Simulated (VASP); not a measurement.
The system is Te2Mo (CdI2 type).

```xyz
3
Lattice="3.9670 0.0000 0.0000 -1.9835 3.4355 0.0000 0.0000 0.0000 6.3472" Properties=species:S:1:pos:R:3 pbc="T T T"
Mo    0.0000    0.0000    0.0000
Te    0.0000    2.2903    1.5868
Te    1.9835    1.1452    4.7604
```

| Quantity | Value |
| --- | --- |
| Program | VASP 6.6.1 |
| Task | relaxation of cell and atoms |
| Functional | PBE |
| Potentials or basis | VASP PAW PBE potentials, release 64 (Mo_sv, Te) |
| Cutoff | 600 eV |
| k mesh | 12 × 12 × 7 |
| Occupations | fermi-dirac, width 0.05 eV |
| Spin | no spin polarisation |

At the start: pressure -3.8 GPa; volume 28.83 Å³/atom.

How do energy, volume and symmetry change on relaxing?

Over 26 steps the energy falls by 188.7 meV/atom and the volume is 27.90 Å³/atom (-3.2 %); space group P-3m1 (No. 164, to 0.05 Å).

The path:
```csv
step,energy change (eV),largest force (eV/Å),pressure (GPa),volume (Å³)
1,0.0000,0.3476,-3.80,86.50
2,-0.2425,1.1818,3.28,78.08
3,-0.2443,1.2811,4.22,77.26
4,-0.4144,0.7216,2.68,76.66
5,-0.4368,0.9319,-0.86,74.58
6,-0.5133,0.1220,0.59,75.74
7,-0.5141,0.2105,0.41,75.63
8,-0.5140,0.1788,0.47,75.67
9,-0.5177,0.1991,0.16,76.10
10,-0.5250,0.2604,-0.72,77.40
11,-0.5245,0.3848,-2.25,80.02
12,-0.5273,0.3143,-1.45,78.60
13,-0.5289,0.2994,-1.38,78.66
14,-0.5334,0.2543,-1.22,78.82
15,-0.5411,0.1626,-0.86,79.13
16,-0.5507,0.0251,-0.08,79.75
17,-0.5464,0.4224,1.72,80.96
18,-0.5525,0.1915,0.65,80.24
19,-0.5576,0.1436,0.40,81.00
20,-0.5651,0.0095,-0.21,83.26
21,-0.5654,0.0239,-0.34,83.80
22,-0.5660,0.0177,0.01,83.67
23,-0.5660,0.0204,0.03,83.67
24,-0.5660,0.0077,-0.01,83.69
25,-0.5660,0.0001,-0.03,83.70
26,-0.5660,0.0020,-0.02,83.70
```

Final structure:
```
Mo Te
1.0
     3.50994    0.00000    0.00000
    -1.75497    3.03970    0.00000
     0.00000    0.00000    7.84468
Mo Te
1 2
Direct
  0.00000 0.00000 0.00000
  0.33333 0.66667 0.23711
  0.66667 0.33333 0.76289
```

Caveat: this functional lacks dispersion, which binds the layers, so the pressure and a relaxed spacing across them are unreliable.
